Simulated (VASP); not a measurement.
Input of a VASP 6.6.1 run:

INCAR

```
ALGO = Normal ; EDIFF = 1E-7
ENCUT = 520 ; GGA = PE
ISIF = 2 ; ISMEAR = -1
LASPH = True ; LCHARG = True
LELF = True ; LREAL = False
LVHAR = True ; LWAVE = False
NBANDS = 28 ; NELM = 60
PREC = Accurate ; SIGMA = 0.01
```

Contents of KPOINTS:

```
k-points
0
Gamma
  8 8 6
```

Contents of POSCAR:

```
SnO
1.0
    3.8020000000     -0.0190100000     -0.0190100000
   -0.0190100000      3.8020000000     -0.0190100000
   -0.0241800000     -0.0241800000      4.8360000000
Sn O
2 2
Direct
    0.0000000000      0.5000000000      0.2385000000
    0.5000000000      0.0000000000      0.7615000000
    0.0000000000      0.0000000000      0.0000000000
    0.5000000000      0.5000000000      0.0000000000
```

Potentials or basis: VASP PAW PBE potentials, release 64 (Sn_d, O).

Launch:

```sh
$ cat potpaw_PBE.64/Sn_d/POTCAR potpaw_PBE.64/O/POTCAR > POTCAR
$ mpirun -np 1 vasp_std > vasp.out
```

Q: Predict the pressure.

A: 4.5 GPa.

Q: Estimate the band gap on the k mesh.

A: 0.02 eV (least direct gap 1.91 eV).

Q: Estimate the largest force.

A: 0.447 eV/Å.

Stress tensor (GPa, compression positive):
```
4.88 0.84 0.57
0.84 4.88 0.57
0.57 0.57 3.66
```

Caveat: the cell differs from its parent crystal (equal xy, yz and zx shear strains of -1 %); the cell stands under pressure; semilocal functionals underestimate gaps, and a narrow one can read as zero; spin-orbit coupling is left out, which moves the levels of the heavy elements. A k mesh can miss the band edges.
